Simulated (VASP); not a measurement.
# Si4PI (P4/mmm) in VASP: notebook

The runs below take Si4PI through single point, relaxation of cell and atoms, with PBE.

Program: VASP 6.6.1. These are calculated values, not measurements. Logs are shortened: lines on timing, memory, paths and dates and some standing lists are left out, and cuts for length are marked.

## 1. The cell of the first run

Symmetry: P4/mmm, No. 123, tetragonal system. Conventional cell: a = 3.502 Å, b = 3.502 Å, c = 9.889 Å, α = 90.00°, β = 90.00°, γ = 90.00°. Within 3.3 Å of Si (site symmetry 2mm) lie 4 Si at 2.48 Å and 2 P at 2.63 Å. P (site symmetry 4/mmm) has 8 Si at 2.63 Å and 4 P at 3.50 Å within 3.6 Å. Within 4.5 Å of I (site symmetry 4/mmm) lie 8 Si at 3.45 Å and 4 I at 3.50 Å.

The cell was generated, and may not be a known phase.

## 2. Single point, PBE

File INCAR:

```
SYSTEM = Si4PI
  PREC = Accurate
  ENCUT = 520
  EDIFF = 1E-7
  ISMEAR = 0
  SIGMA = 0.1
  LREAL = .False.
  LASPH = .True.
  NELM = 100
  ALGO = Normal
  ISIF = 2
  LWAVE = .False.
  LCHARG = .True.
  GGA = PE
  LELF = .True.
  LVHAR = .True.
  NBANDS = 23
```

File KPOINTS:

```
regular mesh
0
Gamma
  12 12 4
  0 0 0
```

File POSCAR:

```
Si4PI
1.0
    3.5015597097      0.0000000000      0.0000000000
    0.0000000000      3.5015597097      0.0000000000
    0.0000000000      0.0000000000      9.8894136561
Si P I
4 1 1
Direct
    0.5000000000      0.0000000000      0.8009941879
    0.0000000000      0.5000000000      0.1990058121
    0.5000000000      0.0000000000      0.1990058121
    0.0000000000      0.5000000000      0.8009941879
    0.0000000000      0.0000000000      0.0000000000
    0.5000000000      0.5000000000      0.5000000000
```

Potentials or basis: VASP PAW PBE potentials, release 64 (Si, P, I).

On the command line:

```console
$ cat potpaw_PBE.64/Si/POTCAR potpaw_PBE.64/P/POTCAR potpaw_PBE.64/I/POTCAR > POTCAR
$ mpirun -np 1 vasp_std > vasp.out
```

OUTCAR:

```text
SYSTEM = Si4PI
   PREC = Accurate
   ENCUT = 520
   EDIFF = 1E-7
   ISMEAR = 0
   LREAL = .False.
   LASPH = .True.
   NELM = 100
   ISIF = 2
   GGA = PE

 ion  position               nearest neighbor table
   1  0.500  0.000  0.801-   4 2.48   4 2.48   4 2.48   4 2.48   5 2.63   5 2.63
   2  0.000  0.500  0.199-   3 2.48   3 2.48   3 2.48   3 2.48   5 2.63   5 2.63
   3  0.500  0.000  0.199-   2 2.48   2 2.48   2 2.48   2 2.48   5 2.63   5 2.63
   4  0.000  0.500  0.801-   1 2.48   1 2.48   1 2.48   1 2.48   5 2.63   5 2.63
   5  0.000  0.000  0.000-   1 2.63   2 2.63   3 2.63   4 2.63   2 2.63   4 2.63   1 2.63   3 2.63

   6  0.500  0.500  0.500-

  LATTYP: Found a simple tetragonal cell.
 ALAT       =     3.5015597097
 C/A-ratio  =     2.8242881676

  Lattice vectors:

 A1 = (   3.5015597097,   0.0000000000,   0.0000000000)
 A2 = (   0.0000000000,   3.5015597097,   0.0000000000)
 A3 = (   0.0000000000,   0.0000000000,   9.8894136561)

Analysis of symmetry for initial positions (statically):
=====================================================================
 Subroutine PRICEL returns:
 Original cell was already a primitive cell.

 Routine SETGRP: Setting up the symmetry group for a
 simple tetragonal supercell.

 Subroutine GETGRP returns: Found 16 space group operations
 (whereof 16 operations were pure point group operations)
 out of a pool of 16 trial point group operations.

The static configuration has the point symmetry D_4h.

Analysis of symmetry for dynamics (positions and initial velocities):
=====================================================================
 Subroutine PRICEL returns:
 Original cell was already a primitive cell.

 Routine SETGRP: Setting up the symmetry group for a
 simple tetragonal supercell.

 Subroutine GETGRP returns: Found 16 space group operations
 (whereof 16 operations were pure point group operations)
 out of a pool of 16 trial point group operations.

The dynamic configuration has the point symmetry D_4h.

 Subroutine INISYM returns: Found 16 space group operations
 (whereof 16 operations are pure point group operations),
 and found     1 'primitive' translations

----------------------------------------------------------------------------------------
[... 95 lines left out ...]
   ISPIN  =      1    spin polarized calculation?
   LNONCOLLINEAR =      F non collinear calculations
   LSORBIT =      F    spin-orbit coupling
   LASPH  =      T    aspherical Exc in radial PAW
   ENCUT  =  520.0 eV  38.22 Ry    6.18 a.u.   6.51  6.51 18.39*2*pi/ulx,y,z
   NELM   =    100;   NELMIN=  2; NELMDL= -5     # of ELM steps
   EDIFF  = 0.1E-06   stopping-criterion for ELM
   LREAL  =      F    real-space projection
   EDIFFG = 0.1E-05   stopping-criterion for IOM
   NSW    =      0    number of steps for IOM
   IBRION =     -1    ionic relax: 0-MD 1-quasi-New 2-CG
   NFREE  =      0    steps in history (QN), initial steepest desc. (CG)
   ISIF   =      2    stress and relaxation
   ISYM   =      2    0-nonsym 1-usesym 2-fastsym
   POTIM  = 0.5000    time-step for ionic-motion
   TEBEG  =    0.0;   TEEND  =   0.0 temperature during run
   PSTRESS=    0.0 pullay stress
   NELECT =      28.0000    total number of electrons
   NUPDOWN=      -1.0000    fix difference up-down
   EMIN   =  10.00;   EMAX   =-10.00  energy-range for DOS
   EFERMI =   0.00;   METHOD = LEGACY
   ISMEAR =     0;   SIGMA  =   0.10  broadening in eV -4-tet -1-fermi 0-gaus
   EFERMI_NEDOS =   21; number of points for ismear=-14 and -15
   IALGO  =     38    algorithm
   IMIX   =      4    mixing-type and parameters
     AMIX     =   0.40;   BMIX     =  1.00
     AMIX_MAG =   1.60;   BMIX_MAG =  1.00
  volume/ion in A,a.u.               =      20.21       136.38
  Fermi-wavevector in a.u.,A,eV,Ry     =   1.004376  1.897995 13.725163  1.008771
  Thomas-Fermi vector in A             =   2.136988
   LORBIT       =      0    0 simple, 1 ext, 2 COOP (PROOUT), +10 PAW based schemes
   GGA     = PE    functional components
   LHFCALC =     F    Hartree Fock is set to
   AEXX    =    0.0000 exact exchange contribution
   IVDW    =     0    specifies the selected vdW correction
   LEPSILON=     F    determine dielectric tensor
   LRPA    =     F    only Hartree local field effects (RPA)
 non-spin polarized calculation
 Gauss-broadening in eV      SIGMA  =   0.10
  energy-cutoff  :      520.00
  volume of cell :      121.25
 maximum number of plane-waves:      3325
 NGX is ok and might be reduce to    28
   NGX = 13   NGY = 13   NGZ = 37

 number of electron      28.0000001 magnetization

 Free energy of the ion-electron system (eV)
  ---------------------------------------------------
  ext. energy  EPLUGINS =         0.00000000
  ---------------------------------------------------
  free energy    TOTEN  =       -25.96507937 eV

  energy without entropy =      -25.95034704  energy(sigma->0) =      -25.95771320

 E-fermi :   6.8717     XC(G=0):  -9.9274

 val. band max:        6.8647239244   @ k =   0.0000   0.0000   0.2500
 cond. band min:       6.8727805513   @ k =   0.4167   0.0000   0.0000
 fundamental gap:      0.0080566269
 Fermi energy:         6.8716854019

 k-point     1 :       0.0000    0.0000    0.0000
  band No.  band energies     occupation
      1      -7.1461      2.00000
      2      -6.2685      2.00000
      3      -5.2905      2.00000
      4      -1.7057      2.00000
      5       1.2664      2.00000
      6       3.7599      2.00000
[... 613 lines left out ...]
     22      12.5130      0.00000
     23      13.1005      0.00000

 [... further k-points ...]
[... 5 lines left out ...]
  --------------------------------------------------------------------------------------
  -------------------------------------------------------------------------------------
  Total       -0.0394121     -0.0394121     -0.0363035      0.0000000      0.0000000      0.0000000
  in kB       -0.5207713     -0.5207713     -0.4796953      0.0000000      0.0000000      0.0000000
  external PRESSURE =      -0.5070793 kB  Pullay stress =       0.0000000 kB

 VOLUME and BASIS-vectors are now :
 -----------------------------------------------------------------------------
  energy-cutoff  :      520.00
  volume of cell :      121.25
      direct lattice vectors                 reciprocal lattice vectors
     3.501559710  0.000000000  0.000000000     0.285587019  0.000000000  0.000000000
     0.000000000  3.501559710  0.000000000     0.000000000  0.285587019  0.000000000
     0.000000000  0.000000000  9.889413656     0.000000000  0.000000000  0.101118230

 POSITION                                       TOTAL-FORCE (eV/Angst)
 -----------------------------------------------------------------------------------
      1.75078      0.00000      7.92136         0.000000      0.000000      0.004251
      0.00000      1.75078      1.96805         0.000000      0.000000     -0.004251
      1.75078      0.00000      1.96805         0.000000     -0.000000     -0.004251
      0.00000      1.75078      7.92136         0.000000      0.000000      0.004251
      0.00000      0.00000      0.00000         0.000000      0.000000      0.000000
      1.75078      1.75078      4.94471         0.000000      0.000000      0.000000
 -----------------------------------------------------------------------------------
    total drift:                               -0.000000      0.000000     -0.000000

  FREE ENERGIE OF THE ION-ELECTRON SYSTEM (eV)
  ---------------------------------------------------
  free  energy   TOTEN  =       -25.9650793686 eV

  energy  without entropy=      -25.9503470401  energy(sigma->0) =      -25.95771320
```

stdout:

```text
POSCAR found type information on POSCAR SiP I
 POSCAR found :  3 types and       6 ions
 scaLAPACK will be used
 LDA part: xc-table for (Slater+PW92), standard interpolation
 POSCAR, INCAR and KPOINTS ok, starting setup
 FFT: planning ... GRIDC
 FFT: planning ... GRID_SOFT
 FFT: planning ... GRID
 WAVECAR not read
 entering main loop
```

Wall time 4.4 min (1 thread of Oxide Virtual Turin-like, shared host); peak memory 0.35 GiB.

Results:

- Free energy: -25.9651 eV
- Pressure: -0.1 GPa
- Largest force: 0.004 eV/Å
- Band gap on the k mesh: zero (bands 14 and 15 overlap by 2.89 eV)

Forces on the atoms (eV/Å):
```
Si   0.000  0.000  0.004
Si   0.000  0.000 -0.004
Si   0.000  0.000 -0.004
Si   0.000  0.000  0.004
P    0.000  0.000  0.000
I    0.000  0.000  0.000
```

Caveat: spin-orbit coupling is left out, which moves the levels of the heavy elements.

## 3. Relaxation of cell and atoms, PBE

This run uses another cell than the first one, of 21.11 Å³/atom.

File INCAR:

```
PREC     = Accurate       # precision mode
ENCUT    = 600            # plane-wave cutoff, eV
EDIFF    = 1E-7           # SCF threshold, eV
ISMEAR   = 0              # smearing method
SIGMA    = 0.1            # smearing width, eV
LREAL    = F              # projectors in reciprocal space
LASPH    = T              # aspherical terms in the spheres
NELM     = 100            # most SCF steps
ALGO     = Normal         # electronic algorithm
ISIF     = 3              # what is computed and relaxed
LWAVE    = F              # write WAVECAR
LCHARG   = F              # write CHGCAR
GGA      = PE             # functional
IBRION   = 2              # ionic algorithm
NSW      = 90             # ionic steps
EDIFFG   = -0.04          # ionic threshold
```

File KPOINTS:

```
Automatic mesh
0
Gamma
  6 6 2
```

File POSCAR:

```
Si4PI
1.0
    3.5649758828      0.0000000000      0.0000000000
    0.0000000000      3.5649758828      0.0000000000
    0.0000000000      0.0000000000      9.9657314904
Si P I
4 1 1
Direct
    0.5000000000      0.0000000000      0.8159479310
    0.0000000000      0.5000000000      0.1840520690
    0.5000000000      0.0000000000      0.1840520690
    0.0000000000      0.5000000000      0.8159479310
    0.0000000000      0.0000000000      0.0000000000
    0.5000000000      0.5000000000      0.5000000000
```

Potentials or basis: VASP PAW PBE potentials, release 64 (Si, P, I).

On the command line:

```console
$ cat potpaw_PBE.64/Si/POTCAR potpaw_PBE.64/P/POTCAR potpaw_PBE.64/I/POTCAR > POTCAR
$ mpirun -np 1 vasp_std > vasp.out
```

OUTCAR:

```text
PREC = Accurate
   ENCUT = 600
   EDIFF = 1E-7
   ISMEAR = 0
   LREAL = F
   LASPH = T
   NELM = 100
   ISIF = 3
   GGA = PE
   IBRION = 2
   NSW = 90
   EDIFFG = -0.04

 ion  position               nearest neighbor table
   1  0.500  0.000  0.816-   4 2.52   4 2.52   4 2.52   4 2.52   5 2.56   5 2.56
   2  0.000  0.500  0.184-   3 2.52   3 2.52   3 2.52   3 2.52   5 2.56   5 2.56
   3  0.500  0.000  0.184-   2 2.52   2 2.52   2 2.52   2 2.52   5 2.56   5 2.56
   4  0.000  0.500  0.816-   1 2.52   1 2.52   1 2.52   1 2.52   5 2.56   5 2.56
   5  0.000  0.000  0.000-   1 2.56   2 2.56   3 2.56   4 2.56   2 2.56   4 2.56   1 2.56   3 2.56

   6  0.500  0.500  0.500-

  LATTYP: Found a simple tetragonal cell.
 ALAT       =     3.5649758828
 C/A-ratio  =     2.7954555144
[... 299 lines left out ...]
  free  energy   TOTEN  =       -26.0021042533 eV

  energy  without entropy=      -25.9872943842  energy(sigma->0) =      -25.99469932

[... ionic steps 4 to 10 ...]

--------------------------------------- Ionic step       11  -------------------------------------------

 number of electron      28.0000001 magnetization

------------------------ aborting loop because EDIFF is reached ----------------------------------------
[... 75 lines left out ...]
--------------------------------------- Ionic step       13  -------------------------------------------

 number of electron      28.0000001 magnetization

 Free energy of the ion-electron system (eV)
  ---------------------------------------------------
  ext. energy  EPLUGINS =         0.00000000
  ---------------------------------------------------
  free energy    TOTEN  =       -26.01482406 eV

  energy without entropy =      -26.00161198  energy(sigma->0) =      -26.00821802

 E-fermi :   6.5248     XC(G=0):  -9.7936

 val. band max:        6.4767697493   @ k =   0.0000   0.0000   0.5000
 cond. band min:       6.5663475682   @ k =   0.1667   0.0000   0.5000
 fundamental gap:      0.0895778189
 Fermi energy:         6.5248214186

 k-point     1 :       0.0000    0.0000    0.0000
  band No.  band energies     occupation
      1      -7.3979      2.00000
      2      -6.6304      2.00000
      3      -5.5651      2.00000
      4      -2.0376      2.00000
      5       1.1446      2.00000
      6       3.5113      2.00000
[... 442 lines left out ...]
  FREE ENERGIE OF THE ION-ELECTRON SYSTEM (eV)
  ---------------------------------------------------
  free  energy   TOTEN  =       -26.0148240637 eV

  energy  without entropy=      -26.0016119788  energy(sigma->0) =      -26.00821802

 reached required accuracy - stopping structural energy minimisation
```

Wall time 7.5 min (1 thread of Oxide Virtual Turin-like, shared host); peak memory 0.25 GiB.

Results:

- Free energy: -26.0148 eV
- Relaxed volume: 20.73 Å³/atom
- Relaxed cell: a = 3.495 Å, b = 3.495 Å, c = 10.184 Å, α = 90.00°, β = 90.00°, γ = 90.00°
- Space group after relaxing (to 0.1 Å): P4/mmm (No. 123)
- Energy gained by relaxing: 24.4 meV/atom
- Ionic steps: 13
- Pressure after relaxing: -0.3 GPa
- Largest force after relaxing: 0.011 eV/Å
- Band gap on the k mesh: zero (bands 14 and 15 overlap by 2.77 eV)

Forces in eV/Å, atoms in the order of the input:
```
Si   0.000  0.000  0.011
Si   0.000  0.000 -0.011
Si   0.000  0.000 -0.011
Si   0.000  0.000  0.011
P    0.000  0.000  0.000
I    0.000  0.000  0.000
```

The path:
```
step  energy change (eV)  largest force (eV/Å)  pressure (GPa)  volume (Å³)
   1              0.0000                0.4278           -0.59       126.66
   2             -0.1280                0.1524            0.18       125.16
   3             -0.1339                0.1135            0.58       124.80
   4             -0.1341                0.1073            0.66       124.73
   5             -0.1385                0.0593           -0.18       126.30
   6             -0.1385                0.0603           -0.17       126.27
   7             -0.1395                0.0494           -0.12       126.14
   8             -0.1406                0.0232           -0.02       125.84
   9             -0.1414                0.0207           -0.04       125.74
  10             -0.1434                0.0133           -0.11       125.42
  11             -0.1461                0.0021           -0.23       124.79
  12             -0.1444                0.0396           -0.40       123.52
  13             -0.1466                0.0113           -0.29       124.41
```

Final structure:
```
Si P I
1.0
     3.49506    0.00000    0.00000
     0.00000    3.49506    0.00000
     0.00000    0.00000   10.18437
Si P I
4 1 1
Direct
  0.50000 0.00000 0.80700
  0.00000 0.50000 0.19300
  0.50000 0.00000 0.19300
  0.00000 0.50000 0.80700
  0.00000 0.00000 0.00000
  0.50000 0.50000 0.50000
```

Caveat: spin-orbit coupling is left out, which moves the levels of the heavy elements.

The gap in the log of VASP goes by the Fermi energy; the results here count the filled bands.